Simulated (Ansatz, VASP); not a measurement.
Two plane-wave programs on Sn

Contents of INCAR:

```
SYSTEM = Sn
PREC = Accurate
ENCUT = 520
EDIFF = 1E-6
ISMEAR = -1
SIGMA = 0.1
LREAL = .False.
LASPH = .True.
NELM = 80
ALGO = Normal
ISIF = 2
LWAVE = .False.
LCHARG = .False.
GGA = PS
NBANDS = 13
```

Contents of KPOINTS:

```
Automatic mesh
0
Gamma
  12 12 12
  0 0 0
```

Contents of POSCAR:

```
Sn
1.0
    3.1075048224      0.0000000000      0.0000000000
    0.0000000000      3.1075048224      0.0000000000
    0.0000000000      0.0000000000      3.1075048224
Sn
1
Direct
    0.0000000000      0.0000000000      0.0000000000
```

Input for Ansatz:

```yaml
crystal:
  lattice:
    - [3.1075048224, 0.0, 0.0]
    - [0.0, 3.1075048224, 0.0]
    - [0.0, 0.0, 3.1075048224]
  atoms:
    - { symbol: Sn, position: [0.0, 0.0, 0.0] }
hamiltonian:
  xc: pbesol
  pseudopotentials:
    kind: paw
    azcp:
      Sn: "pseudopotentials/Sn.paw.azcp"
basis:
  ecutwfc: 420
  fft_grid_basis: typed
kpoints:
  mp_grid: { grid: [12, 12, 12], shift: [0, 0, 0] }
magnetization:
  spin_polarized: false
scf:
  occupations: { method: fermi_dirac, width: 0.1 }
  lower_state_search: "off"
output:
  stress: true
```

Alike in both runs: task single point; functional PBEsol; k mesh 12 × 12 × 12; occupations fermi-dirac, width 0.1 eV; no spin polarisation.

|  | VASP | Ansatz |
| --- | --- | --- |
| version | VASP 6.6.1 | Ansatz 0.2.0 |
| potentials or method | VASP PAW PBE potentials, release 64 (Sn_d), cutoff 520 eV | plane waves (420 eV) with PAW, scalar-relativistic |
| valence electrons in the cell | 14 | 14 |

```tsv
	VASP	Ansatz	Ansatz less VASP
pressure (GPa)	-3.3	-3.2	+0.04
```

VASP's potentials were made for PBE, not for PBEsol, and Ansatz warns of the same on its side.
